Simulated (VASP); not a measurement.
# GdO (F-43m) in VASP: notebook

Runs on GdO. Level: PBE+U. Tasks: single point.

Program: VASP 6.6.1. These are calculated values, not measurements. Logs are shortened: lines on timing, memory, paths and dates and some standing lists are left out, and cuts for length are marked.

## 1. The cell of the first run

It takes space group F-43m (No. 216, cubic). Conventional cell: a = 5.400 Å, b = 5.400 Å, c = 5.400 Å, α = 90.00°, β = 90.00°, γ = 90.00°. Within 3.1 Å of Gd (site symmetry -43m) lie 4 O at 2.34 Å. Within 3.1 Å of O (site symmetry -43m) lie 4 Gd at 2.34 Å.

## 2. Single point, PBE+U, collinear spin, ferromagnetic start

File INCAR:

```
SYSTEM = GdO
  ALGO = Normal
  EDIFF = 1E-6
  ENCUT = 520
  GGA = PE
  ISIF = 2
  ISMEAR = -1
  ISPIN = 2
  LASPH = .True.
  LCHARG = .False.
  LDAU = .True.
  LDAUJ = 0 0
  LDAUL = 3 -1
  LDAUPRINT = 1
  LDAUTYPE = 2
  LDAUU = 1 0
  LMAXMIX = 6
  LORBIT = 11
  LREAL = .False.
  LWAVE = .False.
  MAGMOM = 7 0
  NBANDS = 23
  NELM = 150
  PREC = Accurate
  SIGMA = 0.05
```

File KPOINTS:

```
k-points
0
Gamma
  9 9 9
  0 0 0
```

File POSCAR:

```
GdO
1.0
    0.0000000000      2.7000000000      2.7000000000
    2.7000000000      0.0000000000      2.7000000000
    2.7000000000      2.7000000000      0.0000000000
Gd O
1 1
Direct
    0.0000000000      0.0000000000      0.0000000000
    0.7500000000      0.7500000000      0.7500000000
```

Potentials or basis: VASP PAW PBE potentials, release 64 (Gd, O).

On the command line:

```sh
> cat potpaw_PBE.64/Gd/POTCAR potpaw_PBE.64/O/POTCAR > POTCAR
> mpirun -np 1 vasp_std > vasp.out
```

OUTCAR:

```text
SYSTEM = GdO
   EDIFF = 1E-6
   ENCUT = 520
   GGA = PE
   ISIF = 2
   ISMEAR = -1
   ISPIN = 2
   LASPH = .True.
   LORBIT = 11
   LREAL = .False.
   NELM = 150
   PREC = Accurate

 ion  position               nearest neighbor table
   1  0.000  0.000  0.000-   2 2.34   2 2.34   2 2.34   2 2.34
   2  0.750  0.750  0.750-   1 2.34   1 2.34   1 2.34   1 2.34

  LATTYP: Found a face centered cubic cell.
 ALAT       =     5.4000000000

  Lattice vectors:

 A1 = (   0.0000000000,   2.7000000000,   2.7000000000)
 A2 = (   2.7000000000,   0.0000000000,   2.7000000000)
 A3 = (   2.7000000000,   2.7000000000,   0.0000000000)

Analysis of symmetry for initial positions (statically):
=====================================================================
 Subroutine PRICEL returns:
 Original cell was already a primitive cell.

 Routine SETGRP: Setting up the symmetry group for a
 face centered cubic supercell.

 Subroutine GETGRP returns: Found 24 space group operations
 (whereof 24 operations were pure point group operations)
 out of a pool of 48 trial point group operations.

The static configuration has the point symmetry T_d .

Analysis of symmetry for dynamics (positions and initial velocities):
=====================================================================
 Subroutine PRICEL returns:
 Original cell was already a primitive cell.

 Routine SETGRP: Setting up the symmetry group for a
 face centered cubic supercell.

 Subroutine GETGRP returns: Found 24 space group operations
 (whereof 24 operations were pure point group operations)
 out of a pool of 48 trial point group operations.

The dynamic configuration has the point symmetry T_d .

Analysis of structural, dynamic, and magnetic symmetry:
=====================================================================
 Subroutine PRICEL returns:
 Original cell was already a primitive cell.

 Routine SETGRP: Setting up the symmetry group for a
 face centered cubic supercell.

 Subroutine GETGRP returns: Found 24 space group operations
 (whereof 24 operations were pure point group operations)
 out of a pool of 48 trial point group operations.

The overall configuration has the point symmetry T_d .

 Subroutine INISYM returns: Found 24 space group operations
 (whereof 24 operations are pure point group operations),
 and found     1 'primitive' translations

----------------------------------------------------------------------------------------

                                     Primitive cell

  volume of cell :      39.3660

  direct lattice vectors                    reciprocal lattice vectors
     0.000000000  2.700000000  2.700000000    -0.185185185  0.185185185  0.185185185
     2.700000000  0.000000000  2.700000000     0.185185185 -0.185185185  0.185185185
     2.700000000  2.700000000  0.000000000     0.185185185  0.185185185 -0.185185185

  length of vectors
     3.818376618  3.818376618  3.818376618     0.320750150  0.320750150  0.320750150

  position of ions in fractional coordinates (direct lattice)
     0.000000000  0.000000000  0.000000000
     0.750000000  0.750000000  0.750000000

  ion indices of the primitive-cell ions
   primitive index   ion index
                 1           1
                 2           2

----------------------------------------------------------------------------------------

 KPOINTS: k-points

Automatic generation of k-mesh.
 Grid dimensions read from file:
[... 56 lines left out ...]
   PREC   = accura    normal or accurate (medium, high low for compatibility)
   ISTART =      0    job   : 0-new  1-cont  2-samecut
   ICHARG =      2    charge: 1-file 2-atom 10-const
   ISPIN  =      2    spin polarized calculation?
   LNONCOLLINEAR =      F non collinear calculations
   LSORBIT =      F    spin-orbit coupling
   LASPH  =      T    aspherical Exc in radial PAW
   ENCUT  =  520.0 eV  38.22 Ry    6.18 a.u.   7.10  7.10  7.10*2*pi/ulx,y,z
   NELM   =    150;   NELMIN=  2; NELMDL= -5     # of ELM steps
   EDIFF  = 0.1E-05   stopping-criterion for ELM
   LREAL  =      F    real-space projection
[... 7 lines left out ...]
   TEBEG  =    0.0;   TEEND  =   0.0 temperature during run
   PSTRESS=    0.0 pullay stress
   NELECT =      24.0000    total number of electrons
   NUPDOWN=      -1.0000    fix difference up-down
   EMIN   =  10.00;   EMAX   =-10.00  energy-range for DOS
   EFERMI =   0.00;   METHOD = LEGACY
   ISMEAR =    -1;   SIGMA  =   0.05  broadening in eV -4-tet -1-fermi 0-gaus
   EFERMI_NEDOS =   21; number of points for ismear=-14 and -15
   IALGO  =     38    algorithm
   IMIX   =      4    mixing-type and parameters
     AMIX     =   0.40;   BMIX     =  1.00
     AMIX_MAG =   1.60;   BMIX_MAG =  1.00
  volume/ion in A,a.u.               =      19.68       132.83
  Fermi-wavevector in a.u.,A,eV,Ry     =   1.388156  2.623234 26.218100  1.926976
  Thomas-Fermi vector in A             =   2.512309
[... 48 lines left out ...]
  o =  0.0060  v =  0.0000  0.0000  0.0000  0.0000  0.0000  0.0000  0.0000  0.7906 -0.0000  0.6124  0.0001  0.0019 -0.0000 -0.0024      0.0000  0.0000  0.0000  0.0000  0.0000  0.0000  0.0000  0.0000  0.0000  0.0000  0.0000  0.0000  0.0000  0.0000
  o =  0.0608  v =  0.0000  0.0000  0.0000  0.0000  0.0000  0.0000  0.0000 -0.0000 -1.0000 -0.0000  0.0000  0.0000  0.0000 -0.0000      0.0000  0.0000  0.0000  0.0000  0.0000  0.0000  0.0000  0.0000  0.0000  0.0000  0.0000  0.0000  0.0000  0.0000
  o =  0.9891  v = -0.7906  0.0000 -0.6124  0.0000  0.0000  0.0000 -0.0000  0.0000  0.0000  0.0000  0.0000  0.0000  0.0000  0.0000      0.0000  0.0000  0.0000  0.0000  0.0000  0.0000  0.0000  0.0000  0.0000  0.0000  0.0000  0.0000  0.0000  0.0000
  o =  0.9891  v =  0.0000  0.0000 -0.0000 -0.2510 -0.5928 -0.0000  0.7653  0.0000  0.0000  0.0000  0.0000  0.0000  0.0000  0.0000      0.0000  0.0000  0.0000  0.0000  0.0000  0.0000  0.0000  0.0000  0.0000  0.0000  0.0000  0.0000  0.0000  0.0000
  o =  0.9891  v =  0.0000  0.0000 -0.0000 -0.9680  0.1537 -0.0000 -0.1984  0.0000  0.0000  0.0000  0.0000  0.0000  0.0000  0.0000      0.0000  0.0000  0.0000  0.0000  0.0000  0.0000  0.0000  0.0000  0.0000  0.0000  0.0000  0.0000  0.0000  0.0000
  o =  0.9898  v = -0.6124 -0.0000  0.7906 -0.0000 -0.0000 -0.0000  0.0000  0.0000  0.0000  0.0000  0.0000  0.0000  0.0000  0.0000      0.0000  0.0000  0.0000  0.0000  0.0000  0.0000  0.0000  0.0000  0.0000  0.0000  0.0000  0.0000  0.0000  0.0000
  o =  0.9898  v =  0.0000 -0.0000 -0.0000 -0.0000  0.7906 -0.0010  0.6124  0.0000  0.0000  0.0000  0.0000  0.0000  0.0000  0.0000      0.0000  0.0000  0.0000  0.0000  0.0000  0.0000  0.0000  0.0000  0.0000  0.0000  0.0000  0.0000  0.0000  0.0000
  o =  0.9898  v =  0.0000  0.0000  0.0000 -0.0000  0.0008  1.0000  0.0006  0.0000  0.0000  0.0000  0.0000  0.0000  0.0000  0.0000      0.0000  0.0000  0.0000  0.0000  0.0000  0.0000  0.0000  0.0000  0.0000  0.0000  0.0000  0.0000  0.0000  0.0000
  o =  0.9928  v =  0.0000 -1.0000 -0.0000 -0.0000 -0.0000  0.0000  0.0000  0.0000  0.0000  0.0000  0.0000  0.0000  0.0000  0.0000      0.0000  0.0000  0.0000  0.0000  0.0000  0.0000  0.0000  0.0000  0.0000  0.0000  0.0000  0.0000  0.0000  0.0000

 number of electron      23.9999989 magnetization       7.7519832

 Free energy of the ion-electron system (eV)
  ---------------------------------------------------
  ext. energy  EPLUGINS =         0.00000000
  ---------------------------------------------------
  free energy    TOTEN  =       -21.95911494 eV

  energy without entropy =      -21.94737147  energy(sigma->0) =      -21.95324320

 E-fermi :   4.1133     XC(G=0): -10.0888

 val. band max:        4.1122493025   @ k =   0.4444   0.2222   0.1111
 cond. band min:       4.1295129544   @ k =  -0.2222   0.2222   0.0000
 fundamental gap:      0.0172636519
 Fermi energy:         4.1132514202

 spin component 1

 k-point     1 :       0.0000    0.0000    0.0000
  band No.  band energies     occupation
      1     -41.6870      1.00000
      2     -18.9029      1.00000
      3     -18.9029      1.00000
      4     -18.9029      1.00000
      5     -15.3630      1.00000
      6      -2.1308      1.00000
[... 1241 lines left out ...]
     22      14.7378      0.00000
     23      15.5437      0.00000

 [... further k-points ...]

------------------------ aborting loop because EDIFF is reached ----------------------------------------

  FORCE on cell =-STRESS in cart. coord.  units (eV):
  Direction    XX          YY          ZZ          XY          YZ          ZX
  --------------------------------------------------------------------------------------
  -------------------------------------------------------------------------------------
  Total       -0.1533516     -0.1533516     -0.1533516      0.0000000      0.0000000      0.0000000
  in kB       -6.2413381     -6.2413381     -6.2413381      0.0000000      0.0000000      0.0000000
  external PRESSURE =      -6.2413381 kB  Pullay stress =       0.0000000 kB

 VOLUME and BASIS-vectors are now :
 -----------------------------------------------------------------------------
  energy-cutoff  :      520.00
  volume of cell :       39.37
      direct lattice vectors                 reciprocal lattice vectors
     0.000000000  2.700000000  2.700000000    -0.185185185  0.185185185  0.185185185
     2.700000000  0.000000000  2.700000000     0.185185185 -0.185185185  0.185185185
     2.700000000  2.700000000  0.000000000     0.185185185  0.185185185 -0.185185185

 POSITION                                       TOTAL-FORCE (eV/Angst)
 -----------------------------------------------------------------------------------
      0.00000      0.00000      0.00000         0.000000      0.000000      0.000000
      4.05000      4.05000      4.05000        -0.000000     -0.000000     -0.000000
 -----------------------------------------------------------------------------------
    total drift:                               -0.000000     -0.000000     -0.000000

  FREE ENERGIE OF THE ION-ELECTRON SYSTEM (eV)
  ---------------------------------------------------
  free  energy   TOTEN  =       -21.9591149409 eV

  energy  without entropy=      -21.9473714653  energy(sigma->0) =      -21.95324320

 total charge

# of ion       s       p       d       f       tot
--------------------------------------------------
    1        2.034   5.637   0.493   7.017  15.181
    2        1.569   3.430   0.000   0.000   4.998
--------------------------------------------------
tot          3.603   9.066   0.493   7.017  20.179

 magnetization (x)

# of ion       s       p       d       f       tot
--------------------------------------------------
    1        0.003  -0.056   0.194   6.829   6.970
    2        0.004  -0.004   0.000   0.000  -0.000
--------------------------------------------------
tot          0.007  -0.060   0.194   6.829   6.970
```

It took 59 s on 1 thread of Intel Xeon 6975P-C (Granite Rapids), shared host; peak memory 0.21 GiB.

Results:

```
Free energy                                           : -21.9591 eV
Pressure                                              : -0.6 GPa
Net moment                                            : 7.75 μB per cell
Site moments                                          : Gd +6.97; O -0.00 μB
Valence electrons inside the program's atomic spheres : Gd 15.18; O 5.00
```

Levels at points of the mesh, in eV from the Fermi level:
Spin up:
| k point | band 12 | band 13 | band 14 | band 15 | band 16 | band 17 | band 18 | band 19 | band 20 | band 21 |
| --- | --- | --- | --- | --- | --- | --- | --- | --- | --- | --- |
| (0.00, 0.00, 0.00) | -5.72 | -5.27 | -5.27 | -5.27 | -2.33 | 2.48 | 2.48 | 4.40 | 4.40 | 4.40 |
Spin down:
```tsv
k point	band 6	band 7	band 8	band 9	band 10	band 11
(0.00, 0.00, 0.00)	-5.56	-5.56	-5.56	-1.33	0.57	0.57
```

Eigenvalues of the final occupation matrices:
```csv
site,spin,trace,eigenvalues
site 1 f,1,6.93,0.99 0.99 0.99 0.99 0.99 0.99 0.99
site 1 f,2,0.10,0.01 0.01 0.01 0.01 0.01 0.01 0.06
```

Caveat: spin-orbit coupling is left out, which moves the levels of the heavy elements; a cell with one magnetic atom can't hold antiferromagnetic order, which such compounds often take.

## 3. Single point, PBE+U, collinear spin, ferromagnetic start

File INCAR:

```
PREC = Accurate
ENCUT = 520
EDIFF = 1E-6
ISMEAR = -1
SIGMA = 0.05
LREAL = False
LASPH = True
NELM = 150
ALGO = Normal
ISIF = 2
LWAVE = False
LCHARG = False
ISPIN = 2
MAGMOM = 7 0
LORBIT = 11
LMAXMIX = 6
LDAU = True
LDAUTYPE = 2
LDAUL = 3 -1
LDAUU = 2 0
LDAUJ = 0 0
LDAUPRINT = 1
GGA = PE
NBANDS = 23
```

File KPOINTS:

```
regular mesh
0
Gamma
  9 9 9
```

POSCAR is that of step 2.

Potentials or basis: VASP PAW PBE potentials, release 64 (Gd, O).

On the command line:

```sh
> cat potpaw_PBE.64/Gd/POTCAR potpaw_PBE.64/O/POTCAR > POTCAR
> mpirun -np 1 vasp_std > vasp.out
```

It took 59 s on 1 thread of Intel Xeon 6975P-C (Granite Rapids), shared host; peak memory 0.21 GiB.

The run converged. Its results:

```yaml
Free_energy: -21.8899 eV
Pressure: -0.5 GPa
Net_moment: 7.84 μB per cell
Site_moments: Gd +7.02; O +0.01 μB
Valence_electrons_inside_the_program's_atomic_spheres: Gd 15.17; O 5.00
```

Levels at points of the mesh, in eV from the Fermi level:
Spin up:
| k point | band 14 | band 15 | band 16 | band 17 | band 18 | band 19 |
| --- | --- | --- | --- | --- | --- | --- |
| (0.00, 0.00, 0.00) | -5.49 | -5.49 | -2.39 | 2.43 | 2.43 | 4.35 |
Spin down:
| k point | band 6 | band 7 | band 8 | band 9 | band 10 | band 11 |
| --- | --- | --- | --- | --- | --- | --- |
| (0.00, 0.00, 0.00) | -5.54 | -5.54 | -5.54 | -1.26 | 0.88 | 0.88 |

Eigenvalues of the final occupation matrices:
```tsv
site	spin	trace	eigenvalues
site 1 f	1	6.94	0.99 0.99 0.99 0.99 0.99 0.99 1.00
site 1 f	2	0.06	0.00 0.00 0.00 0.01 0.01 0.01 0.03
```

Caveat: spin-orbit coupling is left out, which moves the levels of the heavy elements; a cell with one magnetic atom can't hold antiferromagnetic order, which such compounds often take.

## 4. Single point, PBE+U, collinear spin, ferromagnetic start

File INCAR:

```
SYSTEM = GdO
  PREC = Accurate
  ENCUT = 520
  EDIFF = 1E-7
  ISMEAR = -1
  SIGMA = 0.05
  LREAL = .False.
  LASPH = .True.
  NELM = 150
  ALGO = Normal
  ISIF = 2
  LWAVE = .False.
  LCHARG = .False.
  ISPIN = 2
  MAGMOM = 7 0
  LORBIT = 11
  LMAXMIX = 6
  LDAU = .True.
  LDAUTYPE = 2
  LDAUL = 3 -1
  LDAUU = 3 0
  LDAUJ = 0 0
  LDAUPRINT = 1
  GGA = PE
  NBANDS = 23
```

File KPOINTS:

```
Automatic mesh
0
Gamma
  9 9 9
  0 0 0
```

POSCAR is that of step 3.

On the command line:

```sh
> cat potpaw_PBE.64/Gd/POTCAR potpaw_PBE.64/O/POTCAR > POTCAR
> mpirun -np 1 vasp_std > vasp.out
```

It took 61 s on 1 thread of Intel Xeon 6975P-C (Granite Rapids), shared host; peak memory 0.21 GiB.

The run converged. Its results:

```yaml
Free_energy: -21.8326 eV
Pressure: -0.4 GPa
Net_moment: 7.87 μB per cell
Site_moments: Gd +7.04; O +0.01 μB
Valence_electrons_inside_the_program's_atomic_spheres: Gd 15.16; O 5.00
```

Levels at points of the mesh, in eV from the Fermi level:
Spin up:
| k point | band 13 | band 14 | band 15 | band 16 | band 17 | band 18 | band 19 | band 20 |
| --- | --- | --- | --- | --- | --- | --- | --- | --- |
| (0.00, 0.00, 0.00) | -5.56 | -5.56 | -5.56 | -2.41 | 2.42 | 2.42 | 4.34 | 4.34 |
Spin down:
```
           k point  band 4  band 5  band 6  band 7  band 8  band 9  band 10  band 11  band 12  band 13
(0.00, 0.00, 0.00)  -20.75  -19.36   -5.53   -5.53   -5.53   -1.21     1.31     1.31     1.31     1.50
```

Eigenvalues of the final occupation matrices:
| site | spin | trace | eigenvalues |
| --- | --- | --- | --- |
| site 1 f | 1 | 6.94 | 0.99 0.99 0.99 0.99 0.99 0.99 1.00 |
| site 1 f | 2 | 0.05 | 0.00 0.00 0.00 0.00 0.00 0.00 0.02 |

Caveat: spin-orbit coupling is left out, which moves the levels of the heavy elements; a cell with one magnetic atom can't hold antiferromagnetic order, which such compounds often take. The state reached can hang on the start; a lower one may exist.

## 5. Single point, PBE+U, collinear spin, ferromagnetic start

File INCAR:

```
SYSTEM = GdO
PREC = Accurate
ENCUT = 520
EDIFF = 1E-7
ISMEAR = -1
SIGMA = 0.05
LREAL = .False.
LASPH = .True.
NELM = 150
ALGO = Normal
ISIF = 2
LWAVE = .False.
LCHARG = .True.
ISPIN = 2
MAGMOM = 7 0
LORBIT = 11
LMAXMIX = 6
LDAU = .True.
LDAUTYPE = 2
LDAUL = 3 -1
LDAUU = 4 0
LDAUJ = 0 0
LDAUPRINT = 1
GGA = PE
LELF = .True.
LVHAR = .True.
NBANDS = 23
```

KPOINTS is that of step 4.

POSCAR is that of step 4.

On the command line:

```sh
> cat potpaw_PBE.64/Gd/POTCAR potpaw_PBE.64/O/POTCAR > POTCAR
> mpirun -np 1 vasp_std > vasp.out
```

Run time: 54 s. Hardware: 1 thread of Intel Xeon 6975P-C (Granite Rapids), shared host; peak memory 0.21 GiB.

The run converged. Its results:

| Item | Value |
| --- | --- |
| Free energy | -21.7829 eV |
| Pressure | -0.3 GPa |
| Net moment | 7.91 μB per cell |
| Site moments | Gd +7.05; O +0.01 μB |
| Valence electrons inside the program's atomic spheres | Gd 15.16; O 5.00 |

Levels at points of the mesh, in eV from the Fermi level:
Spin up:
```csv
k point,band 14,band 15,band 16,band 17,band 18,band 19
"(0.00, 0.00, 0.00)",-5.61,-5.61,-2.45,2.41,2.41,4.31
```
Spin down:
| k point | band 4 | band 5 | band 6 | band 7 | band 8 | band 9 | band 10 | band 11 | band 12 | band 13 |
| --- | --- | --- | --- | --- | --- | --- | --- | --- | --- | --- |
| (0.00, 0.00, 0.00) | -20.76 | -19.35 | -5.52 | -5.52 | -5.52 | -1.16 | 1.75 | 1.75 | 1.75 | 1.97 |

Eigenvalues of the final occupation matrices:
| site | spin | trace | eigenvalues |
| --- | --- | --- | --- |
| site 1 f | 1 | 6.94 | 0.99 0.99 0.99 0.99 0.99 0.99 1.00 |
| site 1 f | 2 | 0.04 | 0.00 0.00 0.00 0.00 0.00 0.00 0.01 |

Caveat: spin-orbit coupling is left out, which moves the levels of the heavy elements; a cell with one magnetic atom can't hold antiferromagnetic order, which such compounds often take. The state reached can hang on the start; a lower one may exist.

## 6. The runs side by side

```tsv
U	gap on the mesh (eV)	pressure (GPa)	moment (μB)
Gd f U = 1.0 eV	none	-0.6	7.75
Gd f U = 2.0 eV	none	-0.5	7.84
Gd f U = 3.0 eV	none	-0.4	7.87
Gd f U = 4.0 eV	none	-0.3	7.91
```

Alike in all rows: task single point; level PBE+U; potentials or basis VASP PAW PBE potentials, release 64 (Gd, O); spin collinear, ferromagnetic start; cell as given; k mesh 9 × 9 × 9; cutoff (eV) 520; smearing fermi-dirac 0.05 eV.

Caveats: spin-orbit coupling is left out, which moves the levels of the heavy elements; a cell with one magnetic atom can't hold antiferromagnetic order, which such compounds often take.

Total energies depend on the potentials used, so only differences within one code and one set of settings carry meaning.

The gap in the log of VASP goes by the Fermi energy; the results here count the filled bands.